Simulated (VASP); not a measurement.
# WSe2 (Pm) in VASP: a series of runs

WSe2 is run at these levels: PBE+D3(BJ); tasks: single point.

All numbers are computed with VASP 6.6.1; they aren't measurements. Logs are shortened: lines on timing, memory, paths and dates and some standing lists are left out, and cuts for length are marked.

## (1) The cell of the first run

Symmetry: Pm, No. 6, monoclinic system. The conventional cell has a = 3.279 Å, b = 12.788 Å, c = 3.279 Å, α = 90.00°, β = 120.00°, γ = 90.00°. Within 3.0 Å of W (site symmetry m) lie 6 Se at 2.20 to 2.99 Å. Within 3.3 Å of W (site symmetry m) lie 6 Se at 2.53 Å and 6 W at 3.28 Å. Se (site symmetry 1) has 3 W at 2.53 Å and 7 Se at 3.28 to 3.37 Å within 3.4 Å. Within 3.0 Å of Se (site symmetry 1) lie 3 W at 2.20 to 2.99 Å.

## (2) Single point, PBE+D3(BJ) (atom 1 (W) moved by -0.280 Å along [1 0 0] and -0.560 Å along [1 2 0])

File INCAR:

```
SYSTEM = WSe2
PREC = Accurate
ENCUT = 520
EDIFF = 1E-6
ISMEAR = 0
SIGMA = 0.05
LREAL = .False.
LASPH = .True.
NELM = 100
ALGO = Normal
ISIF = 2
LWAVE = .False.
LCHARG = .False.
GGA = PE
IVDW = 12
NBANDS = 35
```

File KPOINTS:

```
regular mesh
0
Gamma
  9 9 2
  0 0 0
```

File POSCAR:

```
WSe2
1.0
    3.2790216039      0.0000000000      0.0000000000
   -1.6395108019      2.8397160085      0.0000000000
    0.0000000000      0.0000000000     12.7878979243
W Se
2 4
Direct
    0.1493405990      0.4694638484      0.2500000000
    0.6666666667      0.3333333333      0.7500000000
    0.3333333333      0.6666666667      0.6182859564
    0.6666666667      0.3333333333      0.1182859564
    0.3333333333      0.6666666667      0.8817140436
    0.6666666667      0.3333333333      0.3817140436
```

Potentials or basis: VASP PAW PBE potentials, release 64 (W_sv, Se).

On the command line:

```console
> cat potpaw_PBE.64/W_sv/POTCAR potpaw_PBE.64/Se/POTCAR > POTCAR
> mpirun -np 1 vasp_std > vasp.out
```

OUTCAR:

```text
SYSTEM = WSe2
   PREC = Accurate
   ENCUT = 520
   EDIFF = 1E-6
   ISMEAR = 0
   LREAL = .False.
   LASPH = .True.
   NELM = 100
   ISIF = 2
   GGA = PE
   IVDW = 12
 IVDW          = 12

 ion  position               nearest neighbor table
   1  0.149  0.469  0.250-   4 2.20   6 2.20   4 2.58   6 2.58   4 2.99   6 2.99
   2  0.667  0.333  0.750-   3 2.53   5 2.53   3 2.53   5 2.53   3 2.53   5 2.53
   3  0.333  0.667  0.618-   2 2.53   2 2.53   2 2.53
   4  0.667  0.333  0.118-   1 2.20   1 2.58   1 2.99
   5  0.333  0.667  0.882-   2 2.53   2 2.53   2 2.53
   6  0.667  0.333  0.382-   1 2.20   1 2.58   1 2.99

  LATTYP: Found a hexagonal cell.
 ALAT       =     3.2790216039
 C/A-ratio  =     3.8999126779

  Lattice vectors:

 A1 = (   3.2790216039,   0.0000000000,   0.0000000000)
 A2 = (  -1.6395108019,   2.8397160085,   0.0000000000)
 A3 = (   0.0000000000,   0.0000000000,  12.7878979243)

Analysis of symmetry for initial positions (statically):
=====================================================================
 Subroutine PRICEL returns:
 Original cell was already a primitive cell.

 Routine SETGRP: Setting up the symmetry group for a
 hexagonal supercell.

 Subroutine GETGRP returns: Found  2 space group operations
 (whereof  1 operations were pure point group operations)
 out of a pool of 24 trial point group operations.

The static configuration has the point symmetry C_1 .
 The point group associated with its full space group is C_1h.

Analysis of symmetry for dynamics (positions and initial velocities):
=====================================================================
 Subroutine PRICEL returns:
 Original cell was already a primitive cell.

 Routine SETGRP: Setting up the symmetry group for a
 hexagonal supercell.

 Subroutine GETGRP returns: Found  2 space group operations
 (whereof  1 operations were pure point group operations)
 out of a pool of 24 trial point group operations.

The dynamic configuration has the point symmetry C_1 .
 The point group associated with its full space group is C_1h.

 Subroutine INISYM returns: Found  2 space group operations
 (whereof  1 operations are pure point group operations),
 and found     1 'primitive' translations

----------------------------------------------------------------------------------------

                                     Primitive cell

  volume of cell :     119.0744

  direct lattice vectors                    reciprocal lattice vectors
     3.279021604  0.000000000  0.000000000     0.304969018  0.176073945  0.000000000
    -1.639510802  2.839716008  0.000000000     0.000000000  0.352147890  0.000000000
     0.000000000  0.000000000 12.787897924     0.000000000  0.000000000  0.078198935

  length of vectors
     3.279021604  3.279021604 12.787897924     0.352147890  0.352147890  0.078198935

  position of ions in fractional coordinates (direct lattice)
     0.149340599  0.469463848  0.250000000
     0.666666667  0.333333333  0.750000000
     0.333333333  0.666666667  0.618285956
     0.666666667  0.333333333  0.118285956
     0.333333333  0.666666667  0.881714044
     0.666666667  0.333333333  0.381714044

  ion indices of the primitive-cell ions
   primitive index   ion index
                 1           1
                 2           2
                 3           3
                 4           4
                 5           5
                 6           6

----------------------------------------------------------------------------------------

 KPOINTS: regular mesh

Automatic generation of k-mesh.
 Grid dimensions read from file:
 generate k-points for:    9    9    2

 Generating k-lattice:

  Cartesian coordinates                     Fractional coordinates (reciprocal lattice)
     0.033885446  0.019563772  0.000000000     0.111111111  0.000000000  0.000000000
     0.000000000  0.039127543  0.000000000     0.000000000  0.111111111  0.000000000
     0.000000000  0.000000000  0.039099468     0.000000000  0.000000000  0.500000000

  Length of vectors
     0.039127543  0.039127543  0.039099468

  Shift w.r.t. Gamma in fractional coordinates (k-lattice)
     0.000000000  0.000000000  0.000000000

 Subroutine IBZKPT returns following result:
 ===========================================

 Found     82 irreducible k-points:

 Following reciprocal coordinates:
            Coordinates               Weight
  0.000000  0.000000  0.000000      1.000000
  0.111111 -0.000000  0.000000      2.000000
  0.000000  0.111111  0.000000      2.000000
 -0.111111  0.111111  0.000000      2.000000
  0.222222  0.000000  0.000000      2.000000
  0.000000  0.222222  0.000000      2.000000
[... 16 lines left out ...]
  0.333333  0.111111  0.000000      2.000000
 -0.111111  0.444444  0.000000      2.000000
 [... further k-points ...]
   k-points           NKPTS =     82   k-points in BZ     NKDIM =     82   number of bands    NBANDS=     35
   number of dos      NEDOS =    301   number of ions     NIONS =      6
   total plane-waves  NPLWV =  55296
   dimension x,y,z NGX =    24 NGY =   24 NGZ =   96
   dimension x,y,z NGXF=    48 NGYF=   48 NGZF=  192
   ions per type =               2   4
   NGX,Y,Z   is equivalent  to a cutoff of  12.17, 12.17, 12.48 a.u.
   NGXF,Y,Z  is equivalent  to a cutoff of  24.34, 24.34, 24.96 a.u.
 SYSTEM =  WSe2
   PREC   = accura    normal or accurate (medium, high low for compatibility)
   ISTART =      0    job   : 0-new  1-cont  2-samecut
   ICHARG =      2    charge: 1-file 2-atom 10-const
   ISPIN  =      1    spin polarized calculation?
   LNONCOLLINEAR =      F non collinear calculations
   LSORBIT =      F    spin-orbit coupling
   LASPH  =      T    aspherical Exc in radial PAW
   ENCUT  =  520.0 eV  38.22 Ry    6.18 a.u.   6.10  6.10 23.78*2*pi/ulx,y,z
   NELM   =    100;   NELMIN=  2; NELMDL= -5     # of ELM steps
   EDIFF  = 0.1E-05   stopping-criterion for ELM
   LREAL  =      F    real-space projection
   EDIFFG = 0.1E-04   stopping-criterion for IOM
   NSW    =      0    number of steps for IOM
   IBRION =     -1    ionic relax: 0-MD 1-quasi-New 2-CG
   NFREE  =      0    steps in history (QN), initial steepest desc. (CG)
   ISIF   =      2    stress and relaxation
   ISYM   =      2    0-nonsym 1-usesym 2-fastsym
   POTIM  = 0.5000    time-step for ionic-motion
   TEBEG  =    0.0;   TEEND  =   0.0 temperature during run
   PSTRESS=    0.0 pullay stress
   NELECT =      52.0000    total number of electrons
   NUPDOWN=      -1.0000    fix difference up-down
   EMIN   =  10.00;   EMAX   =-10.00  energy-range for DOS
   EFERMI =   0.00;   METHOD = LEGACY
   ISMEAR =     0;   SIGMA  =   0.05  broadening in eV -4-tet -1-fermi 0-gaus
   EFERMI_NEDOS =   21; number of points for ismear=-14 and -15
   IALGO  =     38    algorithm
   IMIX   =      4    mixing-type and parameters
     AMIX     =   0.40;   BMIX     =  1.00
     AMIX_MAG =   1.60;   BMIX_MAG =  1.00
  volume/ion in A,a.u.               =      19.85       133.93
  Fermi-wavevector in a.u.,A,eV,Ry     =   1.242043  2.347120 20.989298  1.542670
  Thomas-Fermi vector in A             =   2.376414
   LORBIT       =      0    0 simple, 1 ext, 2 COOP (PROOUT), +10 PAW based schemes
   GGA     = PE    functional components
   LHFCALC =     F    Hartree Fock is set to
   AEXX    =    0.0000 exact exchange contribution
   IVDW    =    12    specifies the selected vdW correction
   LEPSILON=     F    determine dielectric tensor
   LRPA    =     F    only Hartree local field effects (RPA)
 non-spin polarized calculation
 Gauss-broadening in eV      SIGMA  =   0.05
  energy-cutoff  :      520.00
  volume of cell :      119.07
 maximum number of plane-waves:      3246
   NGX = 13   NGY = 13   NGZ = 47

 number of electron      51.9999991 magnetization

 Free energy of the ion-electron system (eV)
  ---------------------------------------------------
  ext. energy  EPLUGINS =         0.00000000
  ---------------------------------------------------
  free energy    TOTEN  =       -40.14734736 eV

  energy without entropy =      -40.14564058  energy(sigma->0) =      -40.14649397

 E-fermi :   6.9546     XC(G=0): -10.8854

 val. band max:        6.9526262842   @ k =   0.4444   0.4444   0.5000
 cond. band min:       6.9549361882   @ k =  -0.3333   0.3333   0.5000
 fundamental gap:      0.0023099041
 Fermi energy:         6.9545922055

 k-point     1 :       0.0000    0.0000    0.0000
  band No.  band energies     occupation
      1     -67.8155      2.00000
      2     -67.6400      2.00000
      3     -32.1765      2.00000
      4     -32.0679      2.00000
      5     -31.9292      2.00000
      6     -31.9281      2.00000
[... 27 lines left out ...]
     34      10.8620      0.00000
     35      11.3424      0.00000

 k-point     2 :       0.1111   -0.0000    0.0000
  band No.  band energies     occupation
      1     -67.8142      2.00000
      2     -67.6387      2.00000
      3     -32.1701      2.00000
      4     -32.0625      2.00000
      5     -31.9569      2.00000
      6     -31.9373      2.00000
[... 27 lines left out ...]
     34      10.5057      0.00000
     35      12.2340      0.00000

 k-point     3 :       0.0000    0.1111    0.0000
  band No.  band energies     occupation
      1     -67.8142      2.00000
      2     -67.6389      2.00000
      3     -32.1722      2.00000
      4     -32.0625      2.00000
      5     -31.9567      2.00000
      6     -31.9357      2.00000
[... 27 lines left out ...]
     34      10.9460      0.00000
     35      12.1862      0.00000
[... 723 lines left out ...]
 k-point    23 :       0.3333    0.1111    0.0000
  band No.  band energies     occupation
      1     -67.8056      2.00000
      2     -67.6298      2.00000
      3     -32.1344      2.00000
      4     -32.1287      2.00000
      5     -32.1118      2.00000
      6     -32.0253      2.00000
[... 27 lines left out ...]
     34      11.3366      0.00000
     35      11.7836      0.00000

 k-point    24 :      -0.1111    0.4444    0.0000
  band No.  band energies     occupation
      1     -67.8056      2.00000
      2     -67.6305      2.00000
      3     -32.1409      2.00000
      4     -32.1345      2.00000
      5     -32.0253      2.00000
      6     -31.9948      2.00000
[... 27 lines left out ...]
     34      10.6766      0.00000
     35      11.4718      0.00000

 [... further k-points ...]

------------------------ aborting loop because EDIFF is reached ----------------------------------------

 Edisp (eV)   -2.85453

 E8    (eV) :    -1.2736

  FORCE on cell =-STRESS in cart. coord.  units (eV):
  Direction    XX          YY          ZZ          XY          YZ          ZX
  --------------------------------------------------------------------------------------
  -------------------------------------------------------------------------------------
  Total       8.15179     0.28467    13.03919     2.07387     0.00000     0.00000
  in kB     109.68452     3.83036   175.44579    27.90443     0.00000     0.00000
  external pressure =       96.32 kB  Pullay stress =        0.00 kB

 VOLUME and BASIS-vectors are now :
 -----------------------------------------------------------------------------
  energy-cutoff  :      520.00
  volume of cell :      119.07
      direct lattice vectors                 reciprocal lattice vectors
     3.279021604  0.000000000  0.000000000     0.304969018  0.176073945  0.000000000
    -1.639510802  2.839716008  0.000000000     0.000000000  0.352147890  0.000000000
     0.000000000  0.000000000 12.787897924     0.000000000  0.000000000  0.078198935

 POSITION                                       TOTAL-FORCE (eV/Angst)
 -----------------------------------------------------------------------------------
     -0.28000      1.33314      3.19697         5.311525      5.081454      0.000000
      1.63951      0.94657      9.59092        -0.008500     -0.035218      0.000000
     -0.00000      1.89314      7.90658        -0.020627     -0.019702     -0.060819
      1.63951      0.94657      1.51263        -2.630886     -2.503416     -3.843667
     -0.00000      1.89314     11.27527        -0.020627     -0.019702      0.060819
      1.63951      0.94657      4.88132        -2.630886     -2.503416      3.843667
 -----------------------------------------------------------------------------------
    total drift:                                0.000150     -0.000287     -0.000000

  FREE ENERGIE OF THE ION-ELECTRON SYSTEM (eV)
  ---------------------------------------------------
  free  energy   TOTEN  =       -43.0018800735 eV

  energy  without entropy=      -43.0001732965  energy(sigma->0) =      -43.00102669
```

Wall time 2.4 min (1 thread of AMD EPYC 9R45 (Zen 5), shared host); peak memory 0.39 GiB.

What came out:

* Free energy: -43.0019 eV
* Pressure: 9.6 GPa
* Largest force: 7.351 eV/Å
* Band gap on the k mesh: zero (bands 26 and 27 overlap by 0.01 eV)
* Dispersion energy per atom: -0.476 eV

Forces on the atoms (eV/Å):
```
W    5.312  5.081  0.000
W   -0.009 -0.035  0.000
Se  -0.021 -0.020 -0.061
Se  -2.631 -2.503 -3.844
Se  -0.021 -0.020  0.061
Se  -2.631 -2.503  3.844
```

Caveat: the cell differs from its parent crystal (atom 1 (W) moved by -0.280 Å along [1 0 0] and -0.560 Å along [1 2 0]); the stress differs along the axes, from 0 to 18 GPa; spin-orbit coupling is left out, which moves the levels of the heavy elements; forces of over 1 eV/Å act on the atoms, so gaps and moduli don't describe the material at rest.

(Continued in part 2 of 2.)

The gap in the log of VASP goes by the Fermi energy; the results here count the filled bands.